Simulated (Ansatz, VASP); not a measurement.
**Two plane-wave programs on Ga4SbAs**

INCAR

```
PREC     = Accurate       # precision mode
ENCUT    = 520            # plane-wave cutoff, eV
EDIFF    = 1E-6           # SCF threshold, eV
ISMEAR   = 0              # smearing method
SIGMA    = 0.1            # smearing width, eV
LREAL    = F              # projectors in reciprocal space
LASPH    = T              # aspherical terms in the spheres
NELM     = 60             # most SCF steps
ALGO     = Normal         # electronic algorithm
ISIF     = 2              # what is computed and relaxed
LWAVE    = F              # write WAVECAR
LCHARG   = F              # write CHGCAR
GGA      = PE             # functional
NBANDS   = 40             # bands
```

KPOINTS

```
Automatic mesh
0
Gamma
  3 3 4
```

Contents of POSCAR:

```
Ga4SbAs
1.0
    5.8391073000      0.0000000000      0.0000000000
   -2.9195536500      5.0568152600      0.0000000000
    0.0000000000      0.0000000000      4.5289570200
Ga Sb As
4 1 1
Direct
    0.6666666700      0.3333333300      0.0000000000
    0.5030135000      0.0060270000      0.5000000000
    0.9939730000      0.4969865000      0.5000000000
    0.5030135000      0.4969865000      0.5000000000
    0.3333333300      0.6666666700      0.0000000000
    0.0000000000      0.0000000000      0.0000000000
```

Input for Ansatz:

```yaml
crystal:
  lattice:
    - [5.8391073, 0.0, 0.0]
    - [-2.91955365, 5.05681526, 0.0]
    - [0.0, 0.0, 4.52895702]
  atoms:
    - { symbol: Ga, position: [0.66666667, 0.33333333, 0.0] }
    - { symbol: Ga, position: [0.5030135, 0.006027, 0.5] }
    - { symbol: Ga, position: [0.993973, 0.4969865, 0.5] }
    - { symbol: Ga, position: [0.5030135, 0.4969865, 0.5] }
    - { symbol: Sb, position: [0.33333333, 0.66666667, 0.0] }
    - { symbol: As, position: [0.0, 0.0, 0.0] }
basis:
  ecutwfc: 420
kpoints:
  mp_grid: { grid: [3, 3, 4] }
hamiltonian:
  xc: pbe
scf:
  occupations: { method: gaussian, width: 0.1 }
  lower_state_search: "off"
output:
  forces: true
  stress: true
  eigenvalues: true
```

Change from the starting cell: species swapped into the TmAlCo4 type (P-6m2, No. 187).

Alike in both runs: task single point; functional PBE; k mesh 3 × 3 × 4; occupations gaussian, width 0.1 eV; no spin polarisation.

|  | VASP | Ansatz |
| --- | --- | --- |
| version | VASP 6.6.1 | Ansatz 0.2.0 |
| potentials or method | VASP PAW PBE potentials, release 64 (Ga_d, Sb, As), cutoff 520 eV | scalar-relativistic, plane waves, PAW |
| valence electrons in the cell | 62 | 82 |

Ansatz gave:

```
gap on the k mesh at the Fermi level (eV)                     : none
pressure (GPa)                                                : 0.5
traceless stress, the component that is largest in VASP (GPa) : -0.31
rms of the force components (eV/Å)                            : 0.267
```

Question: Estimate VASP's values.

Answer: gap on the k mesh at the Fermi level (eV): none; pressure (GPa): 0.5; traceless stress, the component that is largest in VASP (GPa): -0.26; rms of the force components (eV/Å): 0.266.

Atom by atom the forces differ by 0.000 eV/Å (rms over components). A gap of «none» marks a metal or a gap that the smearing closes. VASP's potentials hold 62 valence electrons a cell and Ansatz's 82, so a difference there can come from the potentials and not from the codes.

The k mesh is coarse, so the values compare programs but aren't converged. Spin-orbit coupling is off throughout.
